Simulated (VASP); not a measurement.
Set up this calculation in VASP 6.6.1, as the native input.

| Item | Value |
| --- | --- |
| Task | single point |
| Functional | PBE |
| Potentials or basis | VASP PAW PBE potentials, release 64 (Mn_pv, O) |
| Cutoff | 520 eV |
| k mesh | 9 × 9 × 9 |
| Occupations | fermi-dirac, width 0.05 eV |
| Spin | collinear spin, zero start |
| Starting moments | [0.0, 0.0] μB |
| Fixed moment | 0 μB |
| Dipole correction | no |
| Further INCAR settings | ALGO = Normal; EDIFF = 1e-06; NBANDS = 20 |

The structure of MnO lies in POSCAR:

```
MnO
1.0
    0.0000000000      2.2239077028      2.2239077028
    2.2239077028      0.0000000000      2.2239077028
    2.2239077028      2.2239077028      0.0000000000
Mn O
1 1
Direct
    0.0000000000      0.0000000000      0.0000000000
    0.5000000000      0.5000000000      0.5000000000
```

These files were run (other wordings do the same):

INCAR

```
  PREC = Accurate
  ENCUT = 520
  EDIFF = 1E-6
  ISMEAR = -1
  SIGMA = 0.05
  LREAL = False
  LASPH = True
  NELM = 150
  ALGO = Normal
  ISIF = 2
  LWAVE = False
  LCHARG = False
  ISPIN = 2
  MAGMOM = 0 0
  LORBIT = 11
  NUPDOWN = 0.0
  LMAXMIX = 4
  GGA = PE
  NBANDS = 20
```

KPOINTS

```
regular mesh
0
Gamma
  9 9 9
```

Potentials or basis: VASP PAW PBE potentials, release 64 (Mn_pv, O).

Launch:

```sh
$ cat potpaw_PBE.64/Mn_pv/POTCAR potpaw_PBE.64/O/POTCAR > POTCAR
$ mpirun -np 1 vasp_std > vasp.out
```

It gave:

```json
{
 "Pressure": "-33.8 GPa",
 "Net moment": "0.00 μB per cell",
 "Valence electrons inside the program's atomic spheres": "Mn 11.40; O 4.91"
}
```

Caveat: the total moment is fixed, so each spin has its own Fermi level.

It took 20 s on 1 thread of Intel(R) Xeon(R) Platinum 8488C (Sapphire Rapids), with other jobs on the host, peak memory 0.15 GiB.
